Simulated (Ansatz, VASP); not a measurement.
# One calculation of Cl, two programs

```
Cl
1.0
     7.66309    0.00000    0.00000
     0.00000    7.66309    0.00000
     0.00000    0.00000    7.66309
Cl
12
Cartesian
  3.3435 2.4484 1.7132
  2.7419 2.8423 -0.1590
  4.3489 4.4728 4.8311
  3.8056 5.6749 3.3088
  6.5215 2.9838 7.5811
  7.3894 2.6840 5.7973
  0.2507 6.5905 5.2943
  0.1478 6.6340 3.1417
  5.0423 -0.9726 8.0512
  4.8850 0.0370 6.3102
  0.2135 6.6246 0.3898
  2.3750 6.5979 0.5279
```

Alike in both runs: functional PBE; dispersion D3(BJ); k mesh 1 × 1 × 1; occupations fermi-dirac, width 0.02 eV; no spin polarisation.

Ansatz relaxed the structure, and its values are those at the end. VASP's run is a single point on that final structure, the one shown.

```csv
,VASP,Ansatz
version,VASP 6.6.1,Ansatz 0.2.0
potentials or method,"VASP PAW PBE potentials, release 64 (Cl), cutoff 520 eV","scalar-relativistic, plane waves, PAW"
valence electrons in the cell,84,84
```

|  | VASP | Ansatz | Ansatz less VASP |
| --- | --- | --- | --- |
| gap on the k mesh at the Fermi level (eV) | 1.52 | 1.47 | -0.047 |
| rms of the force components (eV/Å) | 0.149 | 0.069 | -0.0804 |

Ansatz's warnings: xc potential rough in thin density.
